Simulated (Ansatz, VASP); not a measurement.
One calculation of Si4Mo, two programs

```
Si Mo
1.0
    -2.33465    2.89048    3.08748
     2.33465   -2.89048    3.08748
     2.33465    2.89048   -3.08748
Si Mo
4 1
Direct
  0.01671 0.31214 0.70457
  0.98329 0.68786 0.29543
  0.39242 0.68786 0.70457
  0.60758 0.31214 0.29543
  0.00000 0.00000 0.00000
```

Change from the starting cell: species swapped into the FeB4 type (Pnnm, No. 58).

Alike in both runs: task relaxation of cell and atoms; functional PBE; k mesh 8 × 8 × 8; occupations gaussian, width 0.1 eV; no spin polarisation.

|  | VASP | Ansatz |
| --- | --- | --- |
| version | VASP 6.6.1 | Ansatz 0.2.0 |
| potentials or method | VASP PAW PBE potentials, release 64 (Si, Mo_sv), cutoff 600 eV | scalar-relativistic, plane waves, PAW |
| valence electrons in the cell | 30 | 30 |

VASP gave:

```
gap on the k mesh at the Fermi level, each at its own relaxed structure (eV) : none
relaxed volume (Å³/atom)                                                     : 16.69
relaxed cell length with the largest relative difference (Å)                 : 4.833
```

**Question.** Estimate Ansatz's values.

**Answer.** gap on the k mesh at the Fermi level, each at its own relaxed structure (eV): none; relaxed volume (Å³/atom): 16.13; relaxed cell length with the largest relative difference (Å): 4.807.

A gap of «none» marks a metal or a gap that the smearing closes.
